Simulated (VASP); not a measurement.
Runs of VASP 6.6.1 on BN. The structure is that of space group I-4m2 (No. 119), or close to it. The cells are those of the table. 

```csv
cell,gap on the mesh (eV),pressure (GPa)
"a = 2.554, b = 2.554, c = 2.654 Å, angles 58.7, 58.7, 62.6°, 2 atoms",(b),-12.8
"a = 2.608, b = 2.608, c = 2.757 Å, angles 58.1, 58.1, 63.8°, 2 atoms",3.16,-35.3
"a = 2.656, b = 2.656, c = 2.757 Å, angles 58.7, 58.7, 62.5°, 2 atoms",3.66,-44.8
"a = 2.506, b = 2.506, c = 2.654 Å, angles 58.0, 58.0, 64.0°, 2 atoms",3.04,2.8
"a = 2.561, b = 2.561, c = 2.757 Å, angles 57.4, 57.4, 65.1°, 2 atoms",2.66,(a)
"a = 2.608, b = 2.608, c = 2.450 Å, angles 62.0, 62.0, 56.0°, 2 atoms",3.89,3.1
```

Alike in all rows: task single point; level r2SCAN; potentials or basis VASP PAW PBE potentials, release 64 (B, N); no spin polarisation; k mesh 12 × 12 × 12; cutoff (eV) 520; smearing gaussian 0.05 eV.

Problem. Estimate the missing entries.

Solution. (a) -23.7; (b) 3.64.

Caveats: the PAW data sets were made with another functional, which shifts forces and pressure a little.

A k mesh can miss the band edges.
